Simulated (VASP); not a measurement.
# Sr (P6_3/mmc) in VASP: a series of runs, part 2 of 2

VASP 6.6.1.

## Step 4: Single point, r2SCAN (strain +0.000 along x and y, +0.050 along z)

POSCAR

```
Sr
1.0
    4.3100002207      0.0000000000      0.0000000000
   -2.1550001104      3.7325696814      0.0000000000
    0.0000000000      0.0000000000      7.4025000000
Sr
2
Direct
    0.3333333333      0.6666666667      0.2500000000
    0.6666666667      0.3333333333      0.7500000000
```

INCAR.step1

```
SYSTEM = Sr
PREC     = Accurate       ! precision mode
ENCUT    = 520            ! plane-wave cutoff, eV
ISMEAR   = 0              ! smearing method
SIGMA    = 0.15           ! smearing width, eV
LREAL    = .False.        ! projectors in reciprocal space
LASPH    = .True.         ! aspherical terms in the spheres
NELM     = 100            ! most SCF steps
NBANDS   = 17             ! bands
GGA      = PE             ! functional
ALGO     = Normal         ! electronic algorithm
EDIFF    = 1E-4           ! SCF threshold, eV
LWAVE    = .True.         ! write WAVECAR
LCHARG   = .False.        ! write CHGCAR
```

INCAR.step2

```
SYSTEM = Sr
PREC     = Accurate       ! precision mode
ENCUT    = 520            ! plane-wave cutoff, eV
EDIFF    = 1E-6           ! SCF threshold, eV
ISMEAR   = 0              ! smearing method
SIGMA    = 0.15           ! smearing width, eV
LREAL    = .False.        ! projectors in reciprocal space
LASPH    = .True.         ! aspherical terms in the spheres
NELM     = 100            ! most SCF steps
ALGO     = Normal         ! electronic algorithm
ISIF     = 2              ! what is computed and relaxed
LWAVE    = .False.        ! write WAVECAR
LCHARG   = .True.         ! write CHGCAR
METAGGA  = R2SCAN         ! meta-GGA
LMIXTAU  = .True.       
LELF     = .True.         ! ELF
LVHAR    = .True.       
NBANDS   = 17             ! bands
ISTART   = 1
```

KPOINTS

```
Automatic mesh
0
Gamma
  12 12 8
  0 0 0
```

Potentials or basis: VASP PAW PBE potentials, release 64 (Sr_sv).

Run with:

```bash
cat potpaw_PBE.64/Sr_sv/POTCAR > POTCAR
cp INCAR.step1 INCAR
mpirun -np 1 vasp_std > vasp.out
cp INCAR.step2 INCAR
mpirun -np 1 vasp_std > vasp.out
```

OUTCAR:

```text
SYSTEM = Sr
   PREC = Accurate
   ENCUT = 520
   EDIFF = 1E-6
   ISMEAR = 0
   LREAL = .False.
   LASPH = .True.
   NELM = 100
   ISIF = 2
   METAGGA = R2SCAN
   ISTART = 1

 ion  position               nearest neighbor table
   1  0.333  0.667  0.250-   2 4.46   2 4.46   2 4.46   2 4.46   2 4.46   2 4.46
   2  0.667  0.333  0.750-   1 4.46   1 4.46   1 4.46   1 4.46   1 4.46   1 4.46

  LATTYP: Found a hexagonal cell.
 ALAT       =     4.3100002207
 C/A-ratio  =     1.7175173134

  Lattice vectors:

 A1 = (   4.3100002207,   0.0000000000,   0.0000000000)
 A2 = (  -2.1550001104,   3.7325696814,   0.0000000000)
 A3 = (   0.0000000000,   0.0000000000,   7.4025000000)

Analysis of symmetry for initial positions (statically):
=====================================================================
 Subroutine PRICEL returns:
 Original cell was already a primitive cell.

 Routine SETGRP: Setting up the symmetry group for a
 hexagonal supercell.

 Subroutine GETGRP returns: Found 24 space group operations
 (whereof 12 operations were pure point group operations)
 out of a pool of 24 trial point group operations.

The static configuration has the point symmetry D_3d.
 The point group associated with its full space group is D_6h.

Analysis of symmetry for dynamics (positions and initial velocities):
=====================================================================
 Subroutine PRICEL returns:
 Original cell was already a primitive cell.

 Routine SETGRP: Setting up the symmetry group for a
 hexagonal supercell.

 Subroutine GETGRP returns: Found 24 space group operations
 (whereof 12 operations were pure point group operations)
 out of a pool of 24 trial point group operations.

The dynamic configuration has the point symmetry D_3d.
 The point group associated with its full space group is D_6h.

 Subroutine INISYM returns: Found 24 space group operations
 (whereof 12 operations are pure point group operations),
 and found     1 'primitive' translations

----------------------------------------------------------------------------------------

                                     Primitive cell

  volume of cell :     119.0868

  direct lattice vectors                    reciprocal lattice vectors
     4.310000221  0.000000000  0.000000000     0.232018550  0.133955972  0.000000000
    -2.155000110  3.732569681  0.000000000     0.000000000  0.267911944  0.000000000
     0.000000000  0.000000000  7.402500000     0.000000000  0.000000000  0.135089497

  length of vectors
     4.310000221  4.310000221  7.402500000     0.267911944  0.267911944  0.135089497

  position of ions in fractional coordinates (direct lattice)
     0.333333333  0.666666667  0.250000000
     0.666666667  0.333333333  0.750000000

  ion indices of the primitive-cell ions
   primitive index   ion index
                 1           1
                 2           2

----------------------------------------------------------------------------------------

 KPOINTS: Automatic mesh

Automatic generation of k-mesh.
 Grid dimensions read from file:
 generate k-points for:   12   12    8

 Generating k-lattice:

  Cartesian coordinates                     Fractional coordinates (reciprocal lattice)
     0.019334879  0.011162998  0.000000000     0.083333333  0.000000000  0.000000000
     0.000000000  0.022325995  0.000000000     0.000000000  0.083333333  0.000000000
     0.000000000  0.000000000  0.016886187     0.000000000  0.000000000  0.125000000

  Length of vectors
     0.022325995  0.022325995  0.016886187

  Shift w.r.t. Gamma in fractional coordinates (k-lattice)
     0.000000000  0.000000000  0.000000000

 Subroutine IBZKPT returns following result:
 ===========================================

 Found     95 irreducible k-points:

 Following reciprocal coordinates:
            Coordinates               Weight
  0.000000  0.000000  0.000000      1.000000
  0.083333  0.000000  0.000000      6.000000
  0.166667  0.000000  0.000000      6.000000
  0.250000  0.000000  0.000000      6.000000
  0.333333  0.000000  0.000000      6.000000
  0.416667  0.000000  0.000000      6.000000
[... 16 lines left out ...]
  0.250000  0.000000  0.125000     12.000000
  0.333333  0.000000  0.125000     12.000000
 [... further k-points ...]
   k-points           NKPTS =     95   k-points in BZ     NKDIM =     95   number of bands    NBANDS=     17
   number of dos      NEDOS =    301   number of ions     NIONS =      2
   total plane-waves  NPLWV =  57344
   dimension x,y,z NGX =    32 NGY =   32 NGZ =   56
   dimension x,y,z NGXF=    64 NGYF=   64 NGZF=  112
   ions per type =               2
   NGX,Y,Z   is equivalent  to a cutoff of  12.34, 12.34, 12.58 a.u.
   NGXF,Y,Z  is equivalent  to a cutoff of  24.69, 24.69, 25.15 a.u.
 SYSTEM =  Sr
   PREC   = accura    normal or accurate (medium, high low for compatibility)
   ISTART =      1    job   : 0-new  1-cont  2-samecut
   ICHARG =      0    charge: 1-file 2-atom 10-const
   ISPIN  =      1    spin polarized calculation?
   LNONCOLLINEAR =      F non collinear calculations
   LSORBIT =      F    spin-orbit coupling
   LASPH  =      T    aspherical Exc in radial PAW
   ENCUT  =  520.0 eV  38.22 Ry    6.18 a.u.   8.01  8.01 13.76*2*pi/ulx,y,z
   NELM   =    100;   NELMIN=  2; NELMDL=  0     # of ELM steps
   EDIFF  = 0.1E-05   stopping-criterion for ELM
   LREAL  =      F    real-space projection
   EDIFFG = 0.1E-04   stopping-criterion for IOM
   NSW    =      0    number of steps for IOM
   IBRION =     -1    ionic relax: 0-MD 1-quasi-New 2-CG
   NFREE  =      0    steps in history (QN), initial steepest desc. (CG)
   ISIF   =      2    stress and relaxation
   ISYM   =      2    0-nonsym 1-usesym 2-fastsym
   POTIM  = 0.5000    time-step for ionic-motion
   TEBEG  =    0.0;   TEEND  =   0.0 temperature during run
   PSTRESS=    0.0 pullay stress
   NELECT =      20.0000    total number of electrons
   NUPDOWN=      -1.0000    fix difference up-down
   EMIN   =  10.00;   EMAX   =-10.00  energy-range for DOS
   EFERMI =   0.00;   METHOD = LEGACY
   ISMEAR =     0;   SIGMA  =   0.15  broadening in eV -4-tet -1-fermi 0-gaus
   EFERMI_NEDOS =   21; number of points for ismear=-14 and -15
   IALGO  =     38    algorithm
   IMIX   =      4    mixing-type and parameters
     AMIX     =   0.40;   BMIX     =  1.00
     AMIX_MAG =   1.60;   BMIX_MAG =  1.00
  volume/ion in A,a.u.               =      59.54       401.82
  Fermi-wavevector in a.u.,A,eV,Ry     =   0.903227  1.706852 11.099894  0.815819
  Thomas-Fermi vector in A             =   2.026527
   LORBIT       =      0    0 simple, 1 ext, 2 COOP (PROOUT), +10 PAW based schemes
   METAGGA = R2SCAN    functional components
   LHFCALC =     F    Hartree Fock is set to
   AEXX    =    0.0000 exact exchange contribution
   IVDW    =     0    specifies the selected vdW correction
   LEPSILON=     F    determine dielectric tensor
   LRPA    =     F    only Hartree local field effects (RPA)
 non-spin polarized calculation
 Gauss-broadening in eV      SIGMA  =   0.15
  energy-cutoff  :      520.00
  volume of cell :      119.09
 maximum number of plane-waves:      3228
   NGX = 17   NGY = 17   NGZ = 27

 number of electron      20.0000000 magnetization

 Free energy of the ion-electron system (eV)
  ---------------------------------------------------
  ext. energy  EPLUGINS =         0.00000000
  ---------------------------------------------------
  free energy    TOTEN  =       -30.18714791 eV

  energy without entropy =      -30.16059465  energy(sigma->0) =      -30.17387128

 E-fermi :   1.3541     XC(G=0):  -7.5448

 val. band max:        1.3473246648   @ k =   0.3333   0.1667   0.1250
 cond. band min:       1.3614174998   @ k =   0.3333   0.3333   0.2500
 fundamental gap:      0.0140928350
 Fermi energy:         1.3541030954

 k-point     1 :       0.0000    0.0000    0.0000
  band No.  band energies     occupation
      1     -36.8431      2.00000
      2     -36.8349      2.00000
      3     -18.2414      2.00000
      4     -18.1293      2.00000
      5     -18.1293      2.00000
      6     -18.1136      2.00000
[... 9 lines left out ...]
     16       4.3011      0.00000
     17       5.0116      0.00000
[... 441 lines left out ...]
 k-point    24 :       0.3333    0.0000    0.1250
  band No.  band energies     occupation
      1     -36.8346      2.00000
      2     -36.8303      2.00000
      3     -18.2368      2.00000
      4     -18.2198      2.00000
      5     -18.1918      2.00000
      6     -18.1576      2.00000
[... 9 lines left out ...]
     16       4.8840      0.00000
     17       5.2754      0.00000

 [... further k-points ...]

------------------------ aborting loop because EDIFF is reached ----------------------------------------

  FORCE on cell =-STRESS in cart. coord.  units (eV):
  Direction    XX          YY          ZZ          XY          YZ          ZX
  --------------------------------------------------------------------------------------
  -------------------------------------------------------------------------------------
  Total       -0.1101219     -0.1101219     -0.8205889      0.0000000      0.0000000      0.0000000
  in kB       -1.4815649     -1.4815649    -11.0400890      0.0000000      0.0000000      0.0000000
  external PRESSURE =      -4.6677396 kB  Pullay stress =       0.0000000 kB

 VOLUME and BASIS-vectors are now :
 -----------------------------------------------------------------------------
  energy-cutoff  :      520.00
  volume of cell :      119.09
      direct lattice vectors                 reciprocal lattice vectors
     4.310000221  0.000000000  0.000000000     0.232018550  0.133955972  0.000000000
    -2.155000110  3.732569681  0.000000000     0.000000000  0.267911944  0.000000000
     0.000000000  0.000000000  7.402500000     0.000000000  0.000000000  0.135089497

 POSITION                                       TOTAL-FORCE (eV/Angst)
 -----------------------------------------------------------------------------------
     -0.00000      2.48838      1.85062         0.000000     -0.000000      0.000000
      2.15500      1.24419      5.55187        -0.000000      0.000000     -0.000000
 -----------------------------------------------------------------------------------
    total drift:                               -0.000000      0.000000     -0.000000

  FREE ENERGIE OF THE ION-ELECTRON SYSTEM (eV)
  ---------------------------------------------------
  free  energy   TOTEN  =       -30.1871479116 eV

  energy  without entropy=      -30.1605946528  energy(sigma->0) =      -30.17387128
```

Wall time 14 min (1 thread of Intel Xeon 8259CL, shared host); peak memory 0.35 GiB.

What came out:

* Free energy: -30.1871 eV
* Pressure: -0.5 GPa
* Band gap on the k mesh: zero (bands 10 and 11 overlap by 0.53 eV)

Caveat: the cell differs from its parent crystal (strain +0.000 along x and y, +0.050 along z); the PAW data sets were made with another functional, which shifts forces and pressure a little.

## Step 5: Single point, r2SCAN (strain +0.025 along x and y, +0.000 along z)

POSCAR

```
Sr
1.0
    4.4177502262      0.0000000000      0.0000000000
   -2.2088751131      3.8258839234      0.0000000000
    0.0000000000      0.0000000000      7.0500000000
Sr
2
Direct
    0.3333333333      0.6666666667      0.2500000000
    0.6666666667      0.3333333333      0.7500000000
```

INCAR.step1

```
PREC = Accurate
ENCUT = 520
ISMEAR = 0
SIGMA = 0.15
LREAL = False
LASPH = True
NELM = 80
NBANDS = 17
GGA = PE
ALGO = Normal
EDIFF = 1E-4
LWAVE = True
LCHARG = False
```

INCAR.step2

```
PREC = Accurate
ENCUT = 520
EDIFF = 1E-6
ISMEAR = 0
SIGMA = 0.15
LREAL = False
LASPH = True
NELM = 80
ALGO = Normal
ISIF = 2
LWAVE = False
LCHARG = True
METAGGA = R2SCAN
LMIXTAU = True
LELF = True
LVHAR = True
NBANDS = 17
ISTART = 1
```

KPOINTS

```
regular mesh
0
Gamma
  12 12 8
```

Potentials or basis: VASP PAW PBE potentials, release 64 (Sr_sv).

Run with:

```bash
cat potpaw_PBE.64/Sr_sv/POTCAR > POTCAR
cp INCAR.step1 INCAR
mpirun -np 1 vasp_std > vasp.out
cp INCAR.step2 INCAR
mpirun -np 1 vasp_std > vasp.out
```

OUTCAR:

```text
PREC = Accurate
   ENCUT = 520
   EDIFF = 1E-6
   ISMEAR = 0
   LREAL = False
   LASPH = True
   NELM = 80
   ISIF = 2
   METAGGA = R2SCAN
   ISTART = 1

 ion  position               nearest neighbor table
   1  0.333  0.667  0.250-   2 4.35   2 4.35   2 4.35   2 4.35   2 4.35   2 4.35
   2  0.667  0.333  0.750-   1 4.35   1 4.35   1 4.35   1 4.35   1 4.35   1 4.35

  LATTYP: Found a hexagonal cell.
 ALAT       =     4.4177502262
 C/A-ratio  =     1.5958349022

  Lattice vectors:

 A1 = (   4.4177502262,   0.0000000000,   0.0000000000)
 A2 = (  -2.2088751131,   3.8258839234,   0.0000000000)
 A3 = (   0.0000000000,   0.0000000000,   7.0500000000)

Analysis of symmetry for initial positions (statically):
=====================================================================
 Subroutine PRICEL returns:
 Original cell was already a primitive cell.

 Routine SETGRP: Setting up the symmetry group for a
 hexagonal supercell.

 Subroutine GETGRP returns: Found 24 space group operations
 (whereof 12 operations were pure point group operations)
 out of a pool of 24 trial point group operations.

The static configuration has the point symmetry D_3d.
 The point group associated with its full space group is D_6h.

Analysis of symmetry for dynamics (positions and initial velocities):
=====================================================================
 Subroutine PRICEL returns:
 Original cell was already a primitive cell.

 Routine SETGRP: Setting up the symmetry group for a
 hexagonal supercell.

 Subroutine GETGRP returns: Found 24 space group operations
 (whereof 12 operations were pure point group operations)
 out of a pool of 24 trial point group operations.

The dynamic configuration has the point symmetry D_3d.
 The point group associated with its full space group is D_6h.

 Subroutine INISYM returns: Found 24 space group operations
 (whereof 12 operations are pure point group operations),
 and found     1 'primitive' translations

[... 111 lines left out ...]
   IALGO  =     38    algorithm
   IMIX   =      4    mixing-type and parameters
     AMIX     =   0.40;   BMIX     =  1.00
     AMIX_MAG =   1.60;   BMIX_MAG =  1.00
  volume/ion in A,a.u.               =      59.58       402.06
  Fermi-wavevector in a.u.,A,eV,Ry     =   0.903048  1.706513 11.095491  0.815496
  Thomas-Fermi vector in A             =   2.026326
   LORBIT       =      0    0 simple, 1 ext, 2 COOP (PROOUT), +10 PAW based schemes
   METAGGA = R2SCAN    functional components
   LHFCALC =     F    Hartree Fock is set to
   AEXX    =    0.0000 exact exchange contribution
   IVDW    =     0    specifies the selected vdW correction
   LEPSILON=     F    determine dielectric tensor
   LRPA    =     F    only Hartree local field effects (RPA)
 non-spin polarized calculation
 Gauss-broadening in eV      SIGMA  =   0.15
  energy-cutoff  :      520.00
  volume of cell :      119.16
 maximum number of plane-waves:      3237
 NGX is ok and might be reduce to    36
   NGX = 17   NGY = 17   NGZ = 27

 number of electron      20.0000000 magnetization

 Free energy of the ion-electron system (eV)
  ---------------------------------------------------
  ext. energy  EPLUGINS =         0.00000000
  ---------------------------------------------------
  free energy    TOTEN  =       -30.19223282 eV

  energy without entropy =      -30.16451566  energy(sigma->0) =      -30.17837424

 E-fermi :   1.3705     XC(G=0):  -7.5443

 val. band max:        1.3550846019   @ k =   0.2500  -0.0000   0.0000
 cond. band min:       1.3832279655   @ k =   0.2500   0.0833   0.0000
 fundamental gap:      0.0281433636
 Fermi energy:         1.3705125610

 k-point     1 :       0.0000    0.0000    0.0000
  band No.  band energies     occupation
      1     -36.8387      2.00000
      2     -36.8271      2.00000
      3     -18.2665      2.00000
      4     -18.1338      2.00000
      5     -18.1338      2.00000
      6     -18.1097      2.00000
[... 457 lines left out ...]
      4     -18.2033      2.00000
      5     -18.1931      2.00000
      6     -18.1580      2.00000
[... 9 lines left out ...]
     16       5.0816      0.00000
     17       5.1774      0.00000

 [... further k-points ...]

------------------------ aborting loop because EDIFF is reached ----------------------------------------

  FORCE on cell =-STRESS in cart. coord.  units (eV):
  Direction    XX          YY          ZZ          XY          YZ          ZX
  --------------------------------------------------------------------------------------
  -------------------------------------------------------------------------------------
  Total       -0.4704246     -0.4704246     -0.0225357      0.0000000     -0.0000000      0.0000000
  in kB       -6.3252619     -6.3252619     -0.3030116      0.0000000     -0.0000000      0.0000000
  external PRESSURE =      -4.3178451 kB  Pullay stress =       0.0000000 kB

 VOLUME and BASIS-vectors are now :
 -----------------------------------------------------------------------------
  energy-cutoff  :      520.00
  volume of cell :      119.16
      direct lattice vectors                 reciprocal lattice vectors
     4.417750226  0.000000000  0.000000000     0.226359561  0.130688753  0.000000000
    -2.208875113  3.825883923  0.000000000     0.000000000  0.261377506  0.000000000
     0.000000000  0.000000000  7.050000000     0.000000000  0.000000000  0.141843972

 POSITION                                       TOTAL-FORCE (eV/Angst)
 -----------------------------------------------------------------------------------
     -0.00000      2.55059      1.76250        -0.000000     -0.000000      0.000000
      2.20888      1.27529      5.28750         0.000000      0.000000      0.000000
 -----------------------------------------------------------------------------------
    total drift:                                0.000000     -0.000000      0.000000

  FREE ENERGIE OF THE ION-ELECTRON SYSTEM (eV)
  ---------------------------------------------------
  free  energy   TOTEN  =       -30.1922328185 eV

  energy  without entropy=      -30.1645156619  energy(sigma->0) =      -30.17837424
```

OUTCAR.step1:

```text
PREC = Accurate
   ENCUT = 520
   ISMEAR = 0
   LREAL = False
   LASPH = True
[... 705 lines left out ...]
     -0.00000      2.55059      1.76250         0.000000      0.000000      0.000000
      2.20888      1.27529      5.28750        -0.000000     -0.000000      0.000000
 -----------------------------------------------------------------------------------
    total drift:                                0.000000     -0.000000      0.000000

  FREE ENERGIE OF THE ION-ELECTRON SYSTEM (eV)
  ---------------------------------------------------
  free  energy   TOTEN  =        -3.2581331291 eV

  energy  without entropy=       -3.2301287677  energy(sigma->0) =       -3.24413095
```

Wall time 18 min (1 thread of Intel Xeon 8259CL, shared host); peak memory 0.39 GiB.

Results:

* Free energy: -30.1922 eV
* Pressure: -0.4 GPa
* Band gap on the k mesh: zero (bands 10 and 11 overlap by 0.44 eV)

Stress tensor (GPa, compression positive):
```
-0.63  0.00  0.00
 0.00 -0.63  0.00
 0.00  0.00 -0.03
```

Caveat: the cell differs from its parent crystal (strain +0.025 along x and y, +0.000 along z); the PAW data sets were made with another functional, which shifts forces and pressure a little.

## Step 6: The runs side by side

| cell | gap on the mesh (eV) | pressure (GPa) |
| --- | --- | --- |
| a = 4.202, b = 4.202, c = 7.226 Å, angles 90.0, 90.0, 120.0°, 2 atoms | none | 0.4 |
| a = 4.202, b = 4.202, c = 7.402 Å, angles 90.0, 90.0, 120.0°, 2 atoms | none | 0.1 |
| a = 4.310, b = 4.310, c = 7.402 Å, angles 90.0, 90.0, 120.0°, 2 atoms | none | -0.5 |
| a = 4.418, b = 4.418, c = 7.050 Å, angles 90.0, 90.0, 120.0°, 2 atoms | none | -0.4 |

Alike in all rows: task single point; level r2SCAN; potentials or basis VASP PAW PBE potentials, release 64 (Sr_sv); no spin polarisation; k mesh 12 × 12 × 8; cutoff (eV) 520; smearing gaussian 0.15 eV.

Caveats: the PAW data sets were made with another functional, which shifts forces and pressure a little.

Total energies depend on the potentials used, so only differences within one code and one set of settings carry meaning.

The gap in the log of VASP goes by the Fermi energy; the results here count the filled bands.